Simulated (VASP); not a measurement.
Wanted: the native input for a VASP 6.6.1 run.

```
Task                   : single point
Functional             : PBEsol
Potentials or basis    : VASP PAW PBE potentials, release 64 (Al, N)
Cutoff                 : 600 eV
k mesh                 : 6 × 4 × 6
Occupations            : gaussian, width 0.1 eV
Spin                   : no spin polarisation
Dipole correction      : no
Further INCAR settings : ALGO = Normal; EDIFF = 1e-06; NBANDS = 16
```

The structure of AlN lies in POSCAR:

```
AlN
1.0
    3.0952806467      0.0000000000      0.0000000000
    0.0000000000      4.3773878028      0.0000000000
    0.0000000000      0.0000000000      3.0952805976
Al N
2 2
Direct
    0.0000000000      0.0000000000      0.0000000000
    0.5000000000      0.5000000000      0.5000117000
    0.5000000000      0.2500000000      0.0000000000
    0.0000000000      0.7500000000      0.5000117000
```

The input as run:

INCAR

```
SYSTEM = AlN
PREC = Accurate ; ENCUT = 600
EDIFF = 1E-6 ; ISMEAR = 0
SIGMA = 0.1 ; LREAL = .False.
LASPH = .True. ; NELM = 120
ALGO = Normal ; ISIF = 2
LWAVE = .False. ; LCHARG = .False.
GGA = PS ; NBANDS = 16
GGA_COMPAT = .False.
```

KPOINTS

```
regular mesh
0
Gamma
  6 4 6
  0 0 0
```

Potentials or basis: VASP PAW PBE potentials, release 64 (Al, N).

The run is started by

```sh
$ cat potpaw_PBE.64/Al/POTCAR potpaw_PBE.64/N/POTCAR > POTCAR
$ mpirun -np 1 vasp_std > vasp.out
```

It gave:

| Quantity | Value |
| --- | --- |
| Pressure | -0.1 GPa |
| Band gap on the k mesh | 3.18 eV |

Caveat: the PAW data sets were made with another functional, which shifts forces and pressure a little.

Wall time 17 s on 1 thread of AMD EPYC 9R45 96-Core Processor (Zen 5) (shared host), peak memory 0.15 GiB.
